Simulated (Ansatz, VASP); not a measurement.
## Hg: VASP beside Ansatz

File INCAR:

```
SYSTEM = Hg
ALGO     = Normal         ! electronic algorithm
EDIFF    = 1E-6           ! SCF threshold, eV
ENCUT    = 520            ! plane-wave cutoff, eV
GGA      = PE             ! functional
ISIF     = 2              ! what is computed and relaxed
ISMEAR   = -1             ! smearing method
LASPH    = .TRUE.         ! aspherical terms in the spheres
LCHARG   = .TRUE.         ! write CHGCAR
LELF     = .TRUE.         ! ELF
LREAL    = .FALSE.        ! projectors in reciprocal space
LVHAR    = .TRUE.       
LWAVE    = .FALSE.        ! write WAVECAR
NBANDS   = 12             ! bands
NELM     = 100            ! most SCF steps
PREC     = Accurate       ! precision mode
SIGMA    = 0.05           ! smearing width, eV
```

The input KPOINTS:

```
k-points
0
G
  12 12 12
  0 0 0
```

File POSCAR:

```
Hg
1.0
    3.0936052857      0.0154680264      0.0154680264
    0.0154680264      3.0936052857      0.0154680264
    0.0154680264      0.0154680264      3.0936052857
Hg
1
Direct
    0.0000000000      0.0000000000      0.0000000000
```

Input for Ansatz:

```yaml
crystal:
  lattice:
    - [3.0936052857, 0.0154680264, 0.0154680264]
    - [0.0154680264, 3.0936052857, 0.0154680264]
    - [0.0154680264, 0.0154680264, 3.0936052857]
  atoms:
    - { symbol: Hg, position: [0.0, 0.0, 0.0] }
kpoints:
  mp_grid: { grid: [12, 12, 12] }
scf:
  occupations: { method: fermi_dirac, width: 0.05 }
hamiltonian:
  xc: pbe
  pseudopotentials: { kind: all_electron, lapw: { basis_error: 0.00025 } }
output:
  forces: true
  stress: true
  eigenvalues: true
```

Change from the starting cell: equal xy, yz and zx shear strains of +1 %.

Alike in both runs: task single point; functional PBE; k mesh 12 × 12 × 12; occupations fermi-dirac, width 0.05 eV; no spin polarisation.

```csv
,VASP,Ansatz
version,VASP 6.6.1,Ansatz 0.2.0
potentials or method,"VASP PAW PBE potentials, release 64 (Hg), cutoff 520 eV","all-electron LAPW, scalar-relativistic"
```

VASP gave:

| Item | Value |
| --- | --- |
| pressure (GPa) | 0.2 |

Problem. Which values does Ansatz return?

Solution. Pressure (GPa): 0.0.

Ansatz ran all-electron here, and VASP with PAW potentials.

Neither program's run includes spin-orbit coupling.
